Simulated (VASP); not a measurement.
## Si: single point with PBE

Si:

```
Si
1.0
     0.00000    0.00000    4.99382
     5.28423    0.00000    0.00000
    -2.64212    4.57628    0.00000
Si
8
Direct
  0.99499 0.00000 0.00000
  0.50000 0.00000 0.00000
  0.00000 0.00000 0.50000
  0.50000 0.00000 0.50000
  0.00000 0.50000 0.00000
  0.50000 0.50000 0.00000
  0.00000 0.50000 0.50000
  0.50000 0.50000 0.50000
```

This isn't the form of Si at room conditions, which is diamond.

This cell differs from its parent crystal: atom 1 (Si) moved +0.025 Å towards its neighbour atom 2 (Si) at 2.497 Å.

```json
{
  "Program": "VASP 6.6.1",
  "Task": "single point",
  "Functional": "PBE",
  "Potentials or basis": "VASP PAW PBE potentials, release 64 (Si)",
  "Cutoff": "520 eV",
  "k mesh": "12 × 12 × 12",
  "Occupations": "gaussian, width 0.15 eV",
  "Spin": "no spin polarisation",
  "Dipole correction": "no",
  "Further INCAR settings": "ALGO = Normal; EDIFF = 1e-06; NBANDS = 26"
}
```

| Property | Result |
| --- | --- |
| Pressure | 0.0 GPa |
| Largest force | 0.151 eV/Å |
| Band gap on the k mesh | zero (bands 16 and 17 overlap by 3.60 eV) |

Forces on the atoms (eV/Å):
```
Si   0.000  0.000  0.151
Si   0.000  0.000 -0.114
Si   0.000  0.000  0.000
Si   0.000  0.000 -0.013
Si   0.000  0.000  0.000
Si   0.000  0.000 -0.013
Si   0.000  0.000  0.000
Si   0.000  0.000 -0.013
```

Stress tensor (GPa, compression positive):
```
 0.67  0.00  0.00
 0.00  0.67  0.00
 0.00  0.00 -1.36
```

Levels at points of the mesh, in eV from the Fermi level:
```
           k point  band 12  band 13  band 14  band 15  band 16  band 17  band 18  band 19  band 20  band 21
(0.00, 0.00, 0.00)    -2.94    -2.07    -2.07    -2.07    -2.04    -2.04    -2.04     1.56     1.56     1.56
(0.50, 0.00, 0.00)    -5.38    -5.36    -5.36    -1.20    -1.16     3.88     3.96     3.96     3.97     3.97
(0.00, 0.50, 0.00)    -2.58    -2.52    -2.51    -1.72    -1.72     0.96     0.96     1.84     1.84     2.92
(0.50, 0.50, 0.00)    -1.36    -0.50    -0.49    -0.47    -0.46    -0.04     0.00     0.01     0.05     2.95
```

Wall time 5.7 min on 1 thread of Intel Xeon 8259CL, with other jobs on the host, peak memory 0.42 GiB.

Caveat: the cell differs from its parent crystal (atom 1 (Si) moved +0.025 Å towards its neighbour atom 2 (Si) at 2.497 Å).
